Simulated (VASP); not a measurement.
# RbBr (Pm-3m) in VASP: a series of runs

The runs below take RbBr through single point, with PBE, PBE0, HF.

All numbers are computed with VASP 6.6.1; they aren't measurements. Logs are shortened: lines on timing, memory, paths and dates and some standing lists are left out, and cuts for length are marked.

## (1) The cell of the first run

It takes space group Pm-3m (No. 221, cubic). Conventional cell: a = 4.124 Å, b = 4.124 Å, c = 4.124 Å, α = 90.00°, β = 90.00°, γ = 90.00°. Within 4.7 Å of Rb (site symmetry m-3m) lie 8 Br at 3.57 Å and 6 Rb at 4.12 Å. Within 4.7 Å of Br (site symmetry m-3m) lie 8 Rb at 3.57 Å and 6 Br at 4.12 Å.

## (2) Single point, PBE, non-collinear spin, zero start, spin-orbit coupling

INCAR reads:

```
  PREC = Accurate
  ENCUT = 520
  EDIFF = 1E-7
  ISMEAR = 0
  SIGMA = 0.01
  LREAL = False
  LASPH = True
  NELM = 150
  ALGO = Normal
  ISIF = 2
  LWAVE = False
  LCHARG = True
  MAGMOM = 0 0 0 0 0 0
  LORBIT = 11
  LSORBIT = True
  GGA_COMPAT = False
  LORBMOM = True
  GGA = PE
  LVHAR = True
  NBANDS = 28
```

KPOINTS reads:

```
regular mesh
0
Gamma
  6 6 6
```

POSCAR reads:

```
RbBr
1.0
    4.1242529966      0.0000000000      0.0000000000
    0.0000000000      4.1242529966      0.0000000000
    0.0000000000      0.0000000000      4.1242529966
Rb Br
1 1
Direct
    0.0000000000      0.0000000000      0.0000000000
    0.5000000000      0.5000000000      0.5000000000
```

Potentials or basis: VASP PAW PBE potentials, release 64 (Rb_sv, Br).

Run with:

```bash
$ cat potpaw_PBE.64/Rb_sv/POTCAR potpaw_PBE.64/Br/POTCAR > POTCAR
$ mpirun -np 1 vasp_ncl > vasp.out
```

OUTCAR:

```text
PREC = Accurate
   ENCUT = 520
   EDIFF = 1E-7
   ISMEAR = 0
   LREAL = False
   LASPH = True
   NELM = 150
   ISIF = 2
   LORBIT = 11
   LSORBIT = True
   GGA = PE

 ion  position               nearest neighbor table
   1  0.000  0.000  0.000-   2 3.57   2 3.57   2 3.57   2 3.57   2 3.57   2 3.57   2 3.57   2 3.57

   2  0.500  0.500  0.500-   1 3.57   1 3.57   1 3.57   1 3.57   1 3.57   1 3.57   1 3.57   1 3.57

  LATTYP: Found a simple cubic cell.
 ALAT       =     4.1242529966

  Lattice vectors:

 A1 = (   4.1242529966,   0.0000000000,   0.0000000000)
 A2 = (   0.0000000000,   4.1242529966,   0.0000000000)
 A3 = (   0.0000000000,   0.0000000000,   4.1242529966)

Analysis of symmetry for initial positions (statically):
=====================================================================
 Subroutine PRICEL returns:
 Original cell was already a primitive cell.

 Routine SETGRP: Setting up the symmetry group for a
 simple cubic supercell.

 Subroutine GETGRP returns: Found 48 space group operations
 (whereof 48 operations were pure point group operations)
 out of a pool of 48 trial point group operations.

The static configuration has the point symmetry O_h .

Analysis of symmetry for dynamics (positions and initial velocities):
=====================================================================
 Subroutine PRICEL returns:
 Original cell was already a primitive cell.

 Routine SETGRP: Setting up the symmetry group for a
 simple cubic supercell.

 Subroutine GETGRP returns: Found 48 space group operations
 (whereof 48 operations were pure point group operations)
 out of a pool of 48 trial point group operations.

The dynamic configuration has the point symmetry O_h .

Analysis of structural, dynamic, and magnetic symmetry:
=====================================================================
 Subroutine PRICEL returns:
 Original cell was already a primitive cell.

 Routine SETGRP: Setting up the symmetry group for a
 simple cubic supercell.

 Subroutine GETGRP returns: Found 48 space group operations
 (whereof 48 operations were pure point group operations)
 out of a pool of 48 trial point group operations.

The overall configuration has the point symmetry O_h .

 Subroutine INISYM returns: Found 48 space group operations
 (whereof 48 operations are pure point group operations),
 and found     1 'primitive' translations

----------------------------------------------------------------------------------------

                                     Primitive cell

  volume of cell :      70.1513

  direct lattice vectors                    reciprocal lattice vectors
     4.124252997  0.000000000  0.000000000     0.242468151  0.000000000  0.000000000
     0.000000000  4.124252997  0.000000000     0.000000000  0.242468151  0.000000000
     0.000000000  0.000000000  4.124252997     0.000000000  0.000000000  0.242468151

  length of vectors
     4.124252997  4.124252997  4.124252997     0.242468151  0.242468151  0.242468151

  position of ions in fractional coordinates (direct lattice)
     0.000000000  0.000000000  0.000000000
     0.500000000  0.500000000  0.500000000

  ion indices of the primitive-cell ions
   primitive index   ion index
                 1           1
                 2           2

----------------------------------------------------------------------------------------

 KPOINTS: regular mesh

Automatic generation of k-mesh.
 Grid dimensions read from file:
 generate k-points for:    6    6    6

 Generating k-lattice:

  Cartesian coordinates                     Fractional coordinates (reciprocal lattice)
     0.040411359  0.000000000  0.000000000     0.166666667  0.000000000  0.000000000
     0.000000000  0.040411359  0.000000000     0.000000000  0.166666667  0.000000000
     0.000000000  0.000000000  0.040411359     0.000000000  0.000000000  0.166666667
[... 93 lines left out ...]

 number of electron      16.0000002 magnetization      -0.0000000      0.0000000      0.0000000

 number of electron      16.0000002 magnetization       0.0000000     -0.0000000     -0.0000000

 Free energy of the ion-electron system (eV)
  ---------------------------------------------------
  ext. energy  EPLUGINS =         0.00000000
  ---------------------------------------------------
  free energy    TOTEN  =        -6.04749629 eV

  energy without entropy =       -6.04749629  energy(sigma->0) =       -6.04749629

 E-fermi :  -0.5178     XC(G=0):  -7.9353

 val. band max:       -0.6259164556   @ k =   0.5000   0.5000   0.0000
 cond. band min:       3.4260347742   @ k =   0.0000   0.0000   0.0000
 fundamental gap:      4.0519512298
 Fermi energy:        -0.5177903518

 k-point     1 :       0.0000    0.0000    0.0000
  band No.  band energies     occupation
      1     -25.7627      1.00000
      2     -25.7627      1.00000
      3     -13.2781      1.00000
      4     -13.2781      1.00000
      5     -10.3272      1.00000
      6     -10.3272      1.00000
[... 609 lines left out ...]
     27       8.7723      0.00000
     28       8.7723      0.00000

------------------------ aborting loop because EDIFF is reached ----------------------------------------

  FORCE on cell =-STRESS in cart. coord.  units (eV):
  Direction    XX          YY          ZZ          XY          YZ          ZX
  --------------------------------------------------------------------------------------
  -------------------------------------------------------------------------------------
  Total        0.3785752      0.3785752      0.3785752      0.0000000      0.0000000      0.0000000
  in kB        8.6462311      8.6462311      8.6462311      0.0000000      0.0000000      0.0000000
  external PRESSURE =       8.6462311 kB  Pullay stress =       0.0000000 kB

 VOLUME and BASIS-vectors are now :
 -----------------------------------------------------------------------------
  energy-cutoff  :      520.00
  volume of cell :       70.15
      direct lattice vectors                 reciprocal lattice vectors
     4.124252997  0.000000000  0.000000000     0.242468151  0.000000000  0.000000000
     0.000000000  4.124252997  0.000000000     0.000000000  0.242468151  0.000000000
     0.000000000  0.000000000  4.124252997     0.000000000  0.000000000  0.242468151

 POSITION                                       TOTAL-FORCE (eV/Angst)
 -----------------------------------------------------------------------------------
      0.00000      0.00000      0.00000         0.000000      0.000000      0.000000
      2.06213      2.06213      2.06213         0.000000      0.000000      0.000000
 -----------------------------------------------------------------------------------
    total drift:                                0.000000     -0.000000     -0.000000

  FREE ENERGIE OF THE ION-ELECTRON SYSTEM (eV)
  ---------------------------------------------------
  free  energy   TOTEN  =        -6.0474962918 eV

  energy  without entropy=       -6.0474962918  energy(sigma->0) =       -6.04749629

 orbital moment (x)

 # of ion     p       d       tot
 ----------------------------------------
  1         0.000  -0.000  -0.000
  2        -0.000  -0.000  -0.000
 ----------------------------------------
           -0.000  -0.000  -0.000

 orbital moment (y)

 # of ion     p       d       tot
 ----------------------------------------
  1         0.000   0.000   0.000
  2         0.000   0.000   0.000
 ----------------------------------------
            0.000   0.000   0.000

 orbital moment (z)

 # of ion     p       d       tot
 ----------------------------------------
  1         0.000   0.000   0.000
  2         0.000   0.000   0.000
 ----------------------------------------
            0.000   0.000   0.000

 Spin-Orbit-Coupling matrix elements

 Ion:    1  E_soc:     -0.0529165
 l=   1
     0.0000000    -0.0088117    -0.0088117
    -0.0088117     0.0000000    -0.0088117
    -0.0088117    -0.0088117     0.0000000
 l=   2
     0.0000000    -0.0000023     0.0000000    -0.0000023    -0.0000054
    -0.0000023     0.0000000    -0.0000041    -0.0000023    -0.0000014
     0.0000000    -0.0000041     0.0000000    -0.0000041     0.0000000
    -0.0000023    -0.0000023    -0.0000041     0.0000000    -0.0000014
    -0.0000054    -0.0000014     0.0000000    -0.0000014     0.0000000
 l=   3
     0.0000000     0.0000000     0.0000000     0.0000000     0.0000000     0.0000000     0.0000000
     0.0000000     0.0000000     0.0000000     0.0000000     0.0000000     0.0000000     0.0000000
     0.0000000     0.0000000     0.0000000     0.0000000     0.0000000     0.0000000     0.0000000
     0.0000000     0.0000000     0.0000000     0.0000000     0.0000000     0.0000000     0.0000000
     0.0000000     0.0000000     0.0000000     0.0000000     0.0000000     0.0000000     0.0000000
     0.0000000     0.0000000     0.0000000     0.0000000     0.0000000     0.0000000     0.0000000
     0.0000000     0.0000000     0.0000000     0.0000000     0.0000000     0.0000000     0.0000000

 Ion:    2  E_soc:     -0.0517214
 l=   1
     0.0000000    -0.0086196    -0.0086196
    -0.0086196     0.0000000    -0.0086196
    -0.0086196    -0.0086196     0.0000000
 l=   2
     0.0000000    -0.0000000     0.0000000    -0.0000000    -0.0000006
    -0.0000000     0.0000000    -0.0000004    -0.0000000    -0.0000001
     0.0000000    -0.0000004     0.0000000    -0.0000004     0.0000000
    -0.0000000    -0.0000000    -0.0000004     0.0000000    -0.0000001
    -0.0000006    -0.0000001     0.0000000    -0.0000001     0.0000000
 l=   3
     0.0000000     0.0000000     0.0000000     0.0000000     0.0000000     0.0000000     0.0000000
     0.0000000     0.0000000     0.0000000     0.0000000     0.0000000     0.0000000     0.0000000
     0.0000000     0.0000000     0.0000000     0.0000000     0.0000000     0.0000000     0.0000000
     0.0000000     0.0000000     0.0000000     0.0000000     0.0000000     0.0000000     0.0000000
     0.0000000     0.0000000     0.0000000     0.0000000     0.0000000     0.0000000     0.0000000
     0.0000000     0.0000000     0.0000000     0.0000000     0.0000000     0.0000000     0.0000000
     0.0000000     0.0000000     0.0000000     0.0000000     0.0000000     0.0000000     0.0000000

 total charge

# of ion       s       p       d       tot
------------------------------------------
    1        1.939   5.349   0.022   7.311
    2        1.601   3.291   0.002   4.894
--------------------------------------------------
tot          3.541   8.640   0.024  12.204

 magnetization (x)

# of ion       s       p       d       tot
------------------------------------------
    1        0.000   0.000  -0.000   0.000
    2        0.000  -0.000  -0.000  -0.000
--------------------------------------------------
tot          0.000   0.000  -0.000   0.000

 magnetization (y)

# of ion       s       p       d       tot
------------------------------------------
    1        0.000   0.000  -0.000   0.000
    2        0.000   0.000  -0.000   0.000
--------------------------------------------------
tot          0.000   0.000  -0.000   0.000

 magnetization (z)

# of ion       s       p       d       tot
------------------------------------------
    1        0.000   0.000  -0.000   0.000
    2        0.000   0.000  -0.000   0.000
--------------------------------------------------
tot          0.000   0.000  -0.000   0.000
```

It took 2.1 min on 1 thread of Intel Xeon 8259CL, shared host; peak memory 0.33 GiB.

Results:

```yaml
Free_energy: -6.0475 eV
Pressure: 0.9 GPa
Net_moment: 0.00 μB per cell
Valence_electrons_inside_the_program's_atomic_spheres: Rb 7.31; Br 4.89
```

Moments on the atoms (μB; x, y, z):
```
Rb  0.00 0.00 0.00
Br  0.00 0.00 0.00
```

[end of part 1 of 2]
